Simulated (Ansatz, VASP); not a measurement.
## Ti in VASP and in Ansatz

```xyz
2
Lattice="2.9391 0.0000 0.0000 -1.4695 2.5453 0.0000 0.0000 0.0000 4.6560" Properties=species:S:1:pos:R:3 pbc="T T T"
Ti    0.0000    1.6969    1.1640
Ti    1.4695    0.8484    3.4920
```

Alike in both runs: task single point; functional PBE; k mesh 12 × 12 × 7; occupations methfessel-paxton of order 1, width 0.2 eV; no spin polarisation.

```csv
,VASP,Ansatz
version,VASP 6.6.1,Ansatz 0.2.0
potentials or method,"VASP PAW PBE potentials, release 64 (Ti_sv), cutoff 520 eV","plane waves (420 eV) with PAW, scalar-relativistic"
valence electrons in the cell,24,24
```

Ansatz gave:

```
pressure (GPa)                                                : -0.2
traceless stress, the component that is largest in VASP (GPa) : -0.13
```

Which values does VASP return?

Pressure (GPa): -0.4; traceless stress, the component that is largest in VASP (GPa): -0.13.

The functional is the same, so the differences come from potentials, cutoffs and numerics.
